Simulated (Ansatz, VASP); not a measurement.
Two plane-wave programs on Bi

```
CELL_PARAMETERS angstrom
-1.79046 2.23135 1.85660
1.79046 -2.23135 1.85660
1.79046 2.23135 -1.85660
ATOMIC_POSITIONS crystal
Bi 0.00000 0.00000 0.00000
```

Change from the starting cell: strain +e along x and -e along y -0.1125, strain +e along z and -e/2 along x and y -0.0525.

Alike in both runs: task single point; functional PBE; dispersion D3(BJ); k mesh 16 × 16 × 16; occupations gaussian, width 0.15 eV; no spin polarisation.

```csv
,VASP,Ansatz
version,VASP 6.6.1,Ansatz 0.2.0
potentials or method,"VASP PAW PBE potentials, release 64 (Bi_d), cutoff 520 eV","scalar-relativistic, plane waves, PAW"
valence electrons in the cell,15,15
```

VASP gave:

```
gap on the k mesh at the Fermi level (eV)                     : none
pressure (GPa)                                                : 1.1
traceless stress, the component that is largest in VASP (GPa) : -0.97
```

**Question.** What did Ansatz give for the same quantities?

**Answer.** gap on the k mesh at the Fermi level (eV): none; pressure (GPa): 1.2; traceless stress, the component that is largest in VASP (GPa): -0.98.

A gap of «none» marks a metal or a gap that the smearing closes.

Spin-orbit coupling is off throughout.
